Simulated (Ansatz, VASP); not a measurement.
# Two plane-wave programs on ZnMo3

```
CELL_PARAMETERS angstrom
5.56559 0.00000 0.00000
-2.78279 4.81994 0.00000
0.00000 0.00000 4.59237
ATOMIC_POSITIONS crystal
Zn 0.33333 0.66667 0.25000
Zn 0.66667 0.33333 0.75000
Mo 0.84019 0.68038 0.25000
Mo 0.15981 0.84019 0.75000
Mo 0.31962 0.15981 0.25000
Mo 0.15981 0.31962 0.75000
Mo 0.84019 0.15981 0.25000
Mo 0.68038 0.84019 0.75000
```

Alike in both runs: functional PBE; k mesh 12 × 12 × 8; occupations gaussian, width 0.1 eV; no spin polarisation.

Ansatz relaxed the structure, and its values are those at the end. VASP's run is a single point on that final structure, the one shown.

|  | VASP | Ansatz |
| --- | --- | --- |
| version | VASP 6.6.1 | Ansatz 0.2.0 |
| potentials or method | VASP PAW PBE potentials, release 64 (Zn, Mo_sv), cutoff 520 eV | scalar-relativistic, plane waves, PAW |
| valence electrons in the cell | 108 | 108 |

Ansatz gave:

```
gap on the k mesh at the Fermi level (eV) : none
pressure (GPa)                            : 0.0
rms of the force components (eV/Å)        : 0.000
```

Question: What did VASP give for the same quantities?

Answer: gap on the k mesh at the Fermi level (eV): none; pressure (GPa): 0.6; rms of the force components (eV/Å): 0.005.

A gap of «none» marks a metal or a gap that the smearing closes.
